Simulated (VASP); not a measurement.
Write the native input for VASP 6.6.1 that does the following.

```
Task                   : relaxation of cell and atoms
Functional             : LDA
Potentials or basis    : VASP PAW LDA potentials, release 64 (Ti_sv, C)
Cutoff                 : 600 eV
k mesh                 : 16 × 16 × 16
Occupations            : fermi-dirac, width 0.15 eV
Spin                   : no spin polarisation
Dipole correction      : no
Further INCAR settings : ALGO = Normal; EDIFF = 1e-07; IBRION = 2; EDIFFG = -0.001; NSW = 80; ISIF = 3
```

The structure of TiC (dlda) lies in POSCAR:

```
TiC
1.0
    0.0000000000      2.1303899824      2.1303899824
    2.1303899824      0.0000000000      2.1303899824
    2.1303899824      2.1303899824      0.0000000000
Ti C
1 1
Direct
    0.0000000000      0.0000000000      0.0000000000
    0.5000000000      0.5000000000      0.5000000000
```

One way to write it, as run:

INCAR

```
SYSTEM = TiC
ALGO     = Normal         ! electronic algorithm
EDIFF    = 1E-7           ! SCF threshold, eV
EDIFFG   = -0.001         ! ionic threshold
ENCUT    = 600            ! plane-wave cutoff, eV
IBRION   = 2              ! ionic algorithm
ISIF     = 3              ! what is computed and relaxed
ISMEAR   = -1             ! smearing method
LASPH    = .TRUE.         ! aspherical terms in the spheres
LCHARG   = .FALSE.        ! write CHGCAR
LREAL    = .FALSE.        ! projectors in reciprocal space
LWAVE    = .FALSE.        ! write WAVECAR
NELM     = 100            ! most SCF steps
NSW      = 80             ! ionic steps
PREC     = Accurate       ! precision mode
SIGMA    = 0.15           ! smearing width, eV
```

KPOINTS

```
k-points
0
G
  16 16 16
  0 0 0
```

Potentials or basis: VASP PAW LDA potentials, release 64 (Ti_sv, C).

The run is started by

```console
$ cat potpaw_LDA.64/Ti_sv/POTCAR potpaw_LDA.64/C/POTCAR > POTCAR
$ mpirun -np 1 vasp_std > vasp.out
```

Results of the run:

```yaml
Relaxed_volume: 9.69 Å³/atom
Relaxed_cell: a = 3.015 Å, b = 3.015 Å, c = 3.015 Å, α = 60.00°, β = 60.00°, γ = 60.00°
Space_group_after_relaxing_to_0.05_Å: Fm-3m (No. 225)
Energy_gained_by_relaxing: 0.1 meV/atom
Ionic_steps: 3
Pressure_after_relaxing: 0.0 GPa
Band_gap_on_the_k_mesh: zero (band 8 reaches 10.45 eV, above the bottom of band 9 at 9.38 eV)
```

It took 57 s on 1 thread of Intel(R) Xeon(R) Platinum 8488C (Sapphire Rapids), with other jobs on the host, peak memory 0.17 GiB.
